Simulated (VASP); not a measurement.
# InSb (Pmmn) in VASP: single point with PBE

Aim: the single point of InSb with PBE.

Program: VASP 6.6.1. These are calculated values, not measurements. Logs are shortened: lines on timing, memory, paths and dates and some standing lists are left out, and cuts for length are marked.

## 1. The cell of the first run

It takes space group Pmmn (No. 59, orthorhombic). The conventional cell has a = 5.464 Å, b = 5.826 Å, c = 3.063 Å, α = 90.00°, β = 90.00°, γ = 90.00°. In (site symmetry mm2) has 8 Sb at 2.78 to 3.88 Å and 6 In at 3.06 to 3.99 Å within 4.0 Å. Sb (site symmetry mm2) has 8 In at 2.78 to 3.88 Å and 2 Sb at 3.06 Å within 3.9 Å.

## 2. Single point, PBE (equal xx and yy strain of +2 %)

Contents of INCAR:

```
PREC = Accurate ; ENCUT = 520
EDIFF = 1E-6 ; ISMEAR = -1
SIGMA = 0.08 ; LREAL = False
LASPH = True ; NELM = 100
ALGO = Normal ; ISIF = 2
LWAVE = False ; LCHARG = False
GGA = PE ; NBANDS = 26
```

Contents of KPOINTS:

```
regular mesh
0
Gamma
  6 6 11
```

Contents of POSCAR:

```
InSb
1.0
    5.4641400000      0.0000000000      0.0000000000
    0.0000000000      5.8262400000      0.0000000000
    0.0000000000      0.0000000000      3.0630000000
In Sb
2 2
Direct
    0.0000000000      0.0000000000      0.0000000000
    0.5000000000      0.5000000000      0.0000000000
    0.5000000000      0.0000000000      0.8350000000
    0.0000000000      0.5000000000      0.1650000000
```

Potentials or basis: VASP PAW PBE potentials, release 64 (In_d, Sb).

Launch:

```
$ cat potpaw_PBE.64/In_d/POTCAR potpaw_PBE.64/Sb/POTCAR > POTCAR
$ mpirun -np 1 vasp_std > vasp.out
```

OUTCAR:

```text
PREC = Accurate
   ENCUT = 520
   EDIFF = 1E-6
   ISMEAR = -1
   LREAL = False
   LASPH = True
   NELM = 100
   ISIF = 2
   GGA = PE

 ion  position               nearest neighbor table
   1  0.000  0.000  0.000-   3 2.78   3 2.78   4 2.96   4 2.96   3 3.74   3 3.74   4 3.88   4 3.88
                             2 3.99   2 3.99   2 3.99   2 3.99
   2  0.500  0.500  0.000-   4 2.78   4 2.78   3 2.96   3 2.96   4 3.74   4 3.74   3 3.88   3 3.88
                             1 3.99   1 3.99   1 3.99   1 3.99
   3  0.500  0.000  0.835-   1 2.78   1 2.78   2 2.96   2 2.96   1 3.74   1 3.74   2 3.88   2 3.88

   4  0.000  0.500  0.165-   2 2.78   2 2.78   1 2.96   1 2.96   2 3.74   2 3.74   1 3.88   1 3.88

  LATTYP: Found a simple orthorhombic cell.
 ALAT       =     3.0630000000
 B/A-ratio  =     1.7839177277
 C/A-ratio  =     1.9021351616

  Lattice vectors:

 A1 = (   0.0000000000,   0.0000000000,   3.0630000000)
 A2 = (   5.4641400000,   0.0000000000,   0.0000000000)
 A3 = (   0.0000000000,   5.8262400000,   0.0000000000)

Analysis of symmetry for initial positions (statically):
=====================================================================
 Subroutine PRICEL returns:
 Original cell was already a primitive cell.

 Routine SETGRP: Setting up the symmetry group for a
 simple orthorhombic supercell.

 Subroutine GETGRP returns: Found  8 space group operations
 (whereof  4 operations were pure point group operations)
 out of a pool of  8 trial point group operations.

The static configuration has the point symmetry C_2v.
 The point group associated with its full space group is D_2h.

Analysis of symmetry for dynamics (positions and initial velocities):
=====================================================================
 Subroutine PRICEL returns:
 Original cell was already a primitive cell.

 Routine SETGRP: Setting up the symmetry group for a
 simple orthorhombic supercell.

 Subroutine GETGRP returns: Found  8 space group operations
 (whereof  4 operations were pure point group operations)
 out of a pool of  8 trial point group operations.

The dynamic configuration has the point symmetry C_2v.
 The point group associated with its full space group is D_2h.

 Subroutine INISYM returns: Found  8 space group operations
 (whereof  4 operations are pure point group operations),
 and found     1 'primitive' translations

----------------------------------------------------------------------------------------

                                     Primitive cell

  volume of cell :      97.5118

  direct lattice vectors                    reciprocal lattice vectors
     5.464140000  0.000000000  0.000000000     0.183011416  0.000000000  0.000000000
     0.000000000  5.826240000  0.000000000     0.000000000  0.171637282  0.000000000
     0.000000000  0.000000000  3.063000000     0.000000000  0.000000000  0.326477310

  length of vectors
     5.464140000  5.826240000  3.063000000     0.183011416  0.171637282  0.326477310

  position of ions in fractional coordinates (direct lattice)
     0.000000000  0.000000000  0.000000000
     0.500000000  0.500000000  0.000000000
     0.500000000  0.000000000  0.835000000
     0.000000000  0.500000000  0.165000000

  ion indices of the primitive-cell ions
   primitive index   ion index
                 1           1
                 2           2
                 3           3
                 4           4

----------------------------------------------------------------------------------------

 KPOINTS: regular mesh

Automatic generation of k-mesh.
 Grid dimensions read from file:
 generate k-points for:    6    6   11

 Generating k-lattice:

  Cartesian coordinates                     Fractional coordinates (reciprocal lattice)
     0.030501903  0.000000000  0.000000000     0.166666667  0.000000000  0.000000000
     0.000000000  0.028606214  0.000000000     0.000000000  0.166666667  0.000000000
     0.000000000  0.000000000  0.029679755     0.000000000  0.000000000  0.090909091

  Length of vectors
     0.030501903  0.028606214  0.029679755

  Shift w.r.t. Gamma in fractional coordinates (k-lattice)
     0.000000000  0.000000000  0.000000000

 Subroutine IBZKPT returns following result:
 ===========================================

 Found     96 irreducible k-points:

 Following reciprocal coordinates:
            Coordinates               Weight
  0.000000  0.000000  0.000000      1.000000
  0.166667  0.000000  0.000000      2.000000
  0.333333  0.000000  0.000000      2.000000
  0.500000  0.000000  0.000000      1.000000
  0.000000  0.166667  0.000000      2.000000
  0.166667  0.166667  0.000000      4.000000
[... 16 lines left out ...]
  0.333333  0.166667  0.090909      8.000000
  0.500000  0.166667  0.090909      4.000000
 [... further k-points ...]
   k-points           NKPTS =     96   k-points in BZ     NKDIM =     96   number of bands    NBANDS=     26
   number of dos      NEDOS =    301   number of ions     NIONS =      4
   total plane-waves  NPLWV =  48384
   dimension x,y,z NGX =    42 NGY =   48 NGZ =   24
   dimension x,y,z NGXF=    84 NGYF=   96 NGZF=   48
   ions per type =               2   2
   NGX,Y,Z   is equivalent  to a cutoff of  12.78, 13.70, 13.03 a.u.
   NGXF,Y,Z  is equivalent  to a cutoff of  25.56, 27.39, 26.05 a.u.
 SYSTEM =  unknown system
   PREC   = accura    normal or accurate (medium, high low for compatibility)
   ISTART =      0    job   : 0-new  1-cont  2-samecut
   ICHARG =      2    charge: 1-file 2-atom 10-const
   ISPIN  =      1    spin polarized calculation?
   LNONCOLLINEAR =      F non collinear calculations
   LSORBIT =      F    spin-orbit coupling
   LASPH  =      T    aspherical Exc in radial PAW
   ENCUT  =  520.0 eV  38.22 Ry    6.18 a.u.  10.16 10.83  5.70*2*pi/ulx,y,z
   NELM   =    100;   NELMIN=  2; NELMDL= -5     # of ELM steps
   EDIFF  = 0.1E-05   stopping-criterion for ELM
   LREAL  =      F    real-space projection
   EDIFFG = 0.1E-04   stopping-criterion for IOM
   NSW    =      0    number of steps for IOM
   IBRION =     -1    ionic relax: 0-MD 1-quasi-New 2-CG
   NFREE  =      0    steps in history (QN), initial steepest desc. (CG)
   ISIF   =      2    stress and relaxation
   ISYM   =      2    0-nonsym 1-usesym 2-fastsym
   POTIM  = 0.5000    time-step for ionic-motion
   TEBEG  =    0.0;   TEEND  =   0.0 temperature during run
   PSTRESS=    0.0 pullay stress
   NELECT =      36.0000    total number of electrons
   NUPDOWN=      -1.0000    fix difference up-down
   EMIN   =  10.00;   EMAX   =-10.00  energy-range for DOS
   EFERMI =   0.00;   METHOD = LEGACY
   ISMEAR =    -1;   SIGMA  =   0.08  broadening in eV -4-tet -1-fermi 0-gaus
   EFERMI_NEDOS =   21; number of points for ismear=-14 and -15
   IALGO  =     38    algorithm
   IMIX   =      4    mixing-type and parameters
     AMIX     =   0.40;   BMIX     =  1.00
     AMIX_MAG =   1.60;   BMIX_MAG =  1.00
  volume/ion in A,a.u.               =      24.38       164.51
  Fermi-wavevector in a.u.,A,eV,Ry     =   1.174420  2.219331 18.765989  1.379261
  Thomas-Fermi vector in A             =   2.310817
   LORBIT       =      0    0 simple, 1 ext, 2 COOP (PROOUT), +10 PAW based schemes
   GGA     = PE    functional components
   LHFCALC =     F    Hartree Fock is set to
   AEXX    =    0.0000 exact exchange contribution
   IVDW    =     0    specifies the selected vdW correction
   LEPSILON=     F    determine dielectric tensor
   LRPA    =     F    only Hartree local field effects (RPA)
 non-spin polarized calculation
  energy-cutoff  :      520.00
  volume of cell :       97.51
 maximum number of plane-waves:      2648
 NGX is ok and might be reduce to    42
   NGX = 21   NGY = 21   NGZ = 11

 number of electron      35.9999985 magnetization

 Free energy of the ion-electron system (eV)
  ---------------------------------------------------
  ext. energy  EPLUGINS =         0.00000000
  ---------------------------------------------------
  free energy    TOTEN  =       -12.59187317 eV

  energy without entropy =      -12.56527820  energy(sigma->0) =      -12.57857568

 E-fermi :   9.0165     XC(G=0): -10.5277

 val. band max:        9.0043813523   @ k =   0.1667   0.5000   0.4545
 cond. band min:       9.0445049085   @ k =   0.0000   0.1667   0.1818
 fundamental gap:      0.0401235562
 Fermi energy:         9.0165379840

 k-point     1 :       0.0000    0.0000    0.0000
  band No.  band energies     occupation
      1      -6.1873      2.00000
      2      -6.1614      2.00000
      3      -6.0747      2.00000
      4      -5.8506      2.00000
      5      -5.8429      2.00000
      6      -5.7182      2.00000
[... 18 lines left out ...]
     25      18.1291      0.00000
     26      18.1875      0.00000

 k-point     2 :       0.1667    0.0000    0.0000
  band No.  band energies     occupation
      1      -6.1767      2.00000
      2      -6.1401      2.00000
      3      -6.0705      2.00000
      4      -5.8506      2.00000
      5      -5.8441      2.00000
      6      -5.7296      2.00000
[... 18 lines left out ...]
     25      17.9712      0.00000
     26      18.0846      0.00000

 k-point     3 :       0.3333    0.0000    0.0000
  band No.  band energies     occupation
      1      -6.1527      2.00000
      2      -6.1184      2.00000
      3      -6.0283      2.00000
      4      -5.8826      2.00000
      5      -5.8245      2.00000
      6      -5.7586      2.00000
[... 18 lines left out ...]
     25      16.6523      0.00000
     26      16.7240      0.00000

 k-point     4 :       0.5000    0.0000    0.0000
  band No.  band energies     occupation
      1      -6.1294      2.00000
      2      -6.1294      2.00000
      3      -5.9479      2.00000
      4      -5.9479      2.00000
      5      -5.7939      2.00000
      6      -5.7939      2.00000
[... 18 lines left out ...]
     25      16.6786      0.00000
     26      16.6786      0.00000

 k-point     5 :       0.0000    0.1667    0.0000
  band No.  band energies     occupation
      1      -6.1809      2.00000
      2      -6.1518      2.00000
      3      -6.0664      2.00000
      4      -5.8572      2.00000
      5      -5.8429      2.00000
      6      -5.7284      2.00000
[... 18 lines left out ...]
     25      17.4371      0.00000
     26      17.7591      0.00000

 k-point     6 :       0.1667    0.1667    0.0000
  band No.  band energies     occupation
      1      -6.1712      2.00000
      2      -6.1354      2.00000
      3      -6.0582      2.00000
      4      -5.8621      2.00000
      5      -5.8372      2.00000
      6      -5.7383      2.00000
[... 427 lines left out ...]
 k-point    21 :       0.0000    0.1667    0.0909
  band No.  band energies     occupation
      1      -6.1422      2.00000
      2      -6.1292      2.00000
      3      -6.0317      2.00000
      4      -5.8525      2.00000
      5      -5.8397      2.00000
      6      -5.7265      2.00000
[... 18 lines left out ...]
     25      17.3250      0.00000
     26      17.7817      0.00000

 k-point    22 :       0.1667    0.1667    0.0909
  band No.  band energies     occupation
      1      -6.1316      2.00000
      2      -6.1085      2.00000
      3      -6.0296      2.00000
      4      -5.8580      2.00000
      5      -5.8339      2.00000
      6      -5.7362      2.00000
[... 18 lines left out ...]
     25      16.6991      0.00000
     26      17.2995      0.00000

 k-point    23 :       0.3333    0.1667    0.0909
  band No.  band energies     occupation
      1      -6.1085      2.00000
      2      -6.0801      2.00000
      3      -6.0012      2.00000
      4      -5.8820      2.00000
      5      -5.8172      2.00000
      6      -5.7611      2.00000
[... 18 lines left out ...]
     25      15.9512      0.00000
     26      16.3556      0.00000

 k-point    24 :       0.5000    0.1667    0.0909
  band No.  band energies     occupation
      1      -6.0869      2.00000
      2      -6.0869      2.00000
      3      -5.9353      2.00000
      4      -5.9353      2.00000
      5      -5.7913      2.00000
      6      -5.7913      2.00000
[... 18 lines left out ...]
     25      16.2632      0.00000
     26      16.2632      0.00000

 [... further k-points ...]

------------------------ aborting loop because EDIFF is reached ----------------------------------------

  FORCE on cell =-STRESS in cart. coord.  units (eV):
  Direction    XX          YY          ZZ          XY          YZ          ZX
  --------------------------------------------------------------------------------------
  -------------------------------------------------------------------------------------
  Total       13.5274383      5.9569998      4.2737865      0.0000000      0.0000000      0.0000000
  in kB      222.2639138     97.8770756     70.2208720      0.0000000      0.0000000      0.0000000
  external PRESSURE =     130.1206204 kB  Pullay stress =       0.0000000 kB

 VOLUME and BASIS-vectors are now :
 -----------------------------------------------------------------------------
  energy-cutoff  :      520.00
  volume of cell :       97.51
      direct lattice vectors                 reciprocal lattice vectors
     5.464140000  0.000000000  0.000000000     0.183011416  0.000000000  0.000000000
     0.000000000  5.826240000  0.000000000     0.000000000  0.171637282  0.000000000
     0.000000000  0.000000000  3.063000000     0.000000000  0.000000000  0.326477310

 POSITION                                       TOTAL-FORCE (eV/Angst)
 -----------------------------------------------------------------------------------
      0.00000      0.00000      0.00000         0.000000      0.000000      0.213767
      2.73207      2.91312      0.00000         0.000000      0.000000     -0.213767
      2.73207      0.00000      2.55761         0.000000      0.000000     -0.565631
      0.00000      2.91312      0.50539         0.000000      0.000000      0.565631
 -----------------------------------------------------------------------------------
    total drift:                                0.000000     -0.000000     -0.000000

  FREE ENERGIE OF THE ION-ELECTRON SYSTEM (eV)
  ---------------------------------------------------
  free  energy   TOTEN  =       -12.5918731690 eV

  energy  without entropy=      -12.5652782006  energy(sigma->0) =      -12.57857568
```

Wall time 76 s (1 thread of AMD EPYC 9R45 (Zen 5), shared host); peak memory 0.32 GiB.

What came out:

```
Free energy            : -12.5919 eV
Pressure               : 13.0 GPa
Largest force          : 0.566 eV/Å
Band gap on the k mesh : zero (bands 18 and 19 overlap by 2.94 eV)
```

Forces on the atoms (eV/Å):
```
In   0.000  0.000  0.214
In   0.000  0.000 -0.214
Sb   0.000  0.000 -0.566
Sb   0.000  0.000  0.566
```

Caveat: the cell differs from its parent crystal (equal xx and yy strain of +2 %); the stress differs along the axes, from 7 to 22 GPa; spin-orbit coupling is left out, which moves the levels of the heavy elements.

The gap in the log of VASP goes by the Fermi energy; the results here count the filled bands.